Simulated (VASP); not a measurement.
# BeS (pbe): single point with PBE

The system is BeS (pbe).

```
CELL_PARAMETERS angstrom
0.00000 2.43500 2.43500
2.43500 0.00000 2.43500
2.43500 2.43500 0.00000
ATOMIC_POSITIONS crystal
Be 0.00000 0.00000 0.00000
S 0.25000 0.25000 0.25000
```

```
Program                : VASP 6.6.1
Task                   : single point
Functional             : PBE
Potentials or basis    : VASP PAW PBE potentials, release 64 (Be, S)
Cutoff                 : 600 eV
k mesh                 : 6 × 6 × 6
Occupations            : gaussian, width 0.1 eV
Spin                   : no spin polarisation
Dipole correction      : no
Further INCAR settings : ALGO = Normal; EDIFF = 1e-06; NBANDS = 11
```

```json
{
  "Pressure": "0.4 GPa",
  "Band gap on the k mesh": "3.14 eV, indirect (least direct gap 5.67 eV)"
}
```

Levels at points of the mesh, in eV from the valence-band top:
```
           k point  band 1  band 2  band 3  band 4  band 5  band 6  band 7  band 8  band 9
(0.00, 0.00, 0.00)  -13.61    0.00    0.00    0.00    5.67    5.67    5.67    5.78   12.79
(0.50, 0.00, 0.00)  -12.03   -5.71   -1.02   -1.02    5.43    6.56    6.56   11.15   14.88
(0.50, 0.50, 0.00)  -11.50   -4.96   -2.60   -2.60    3.14    4.93   12.68   12.68   15.40
```

Wall time 11 s on 1 thread of Intel Xeon 8259CL, on a shared host, peak memory 0.15 GiB.

A k mesh can miss the band edges.
